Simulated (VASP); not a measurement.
# Hf: single point with PBE

Hf:

```xyz
1
Lattice="-1.7973 1.7973 1.7973 1.7973 -1.7973 1.7973 1.7973 1.7973 -1.7973" Properties=species:S:1:pos:R:3 pbc="T T T"
Hf    0.0000    0.0000    0.0000
```

This cell differs from its parent crystal: volume scaled by 1.04.

* Program: VASP 6.6.1
* Task: single point
* Functional: PBE
* Potentials or basis: VASP PAW PBE potentials, release 64 (Hf_pv)
* Cutoff: 520 eV
* k mesh: 14 × 14 × 14
* Occupations: fermi-dirac, width 0.1 eV
* Spin: no spin polarisation

```yaml
Pressure: -3.9 GPa
Band_gap_on_the_k_mesh: zero (band 5 reaches 5.83 eV, above the bottom of band 6 at 3.59 eV)
```

Levels at points of the mesh, in eV from the Fermi level:
```
           k point  band 1  band 2  band 3  band 4  band 5  band 6  band 7  band 8  band 9  band 10
(0.00, 0.00, 0.00)  -29.98  -29.98  -29.98   -6.91    1.50    1.50    1.50    4.17    4.17    13.11
(0.50, 0.00, 0.00)  -30.70  -30.21  -29.98   -3.26   -0.43    0.93    3.98    4.95    7.28     9.68
(0.50, 0.50, 0.50)  -30.49  -30.49  -30.49   -2.41   -2.41    6.50    6.50    6.50    6.94     6.94
```

Run time: 12 s on 1 thread of AMD EPYC 9R45 96-Core Processor (Zen 5) (shared host), peak memory 0.12 GiB.

Caveat: spin-orbit coupling is left out, which moves the levels of the heavy elements.
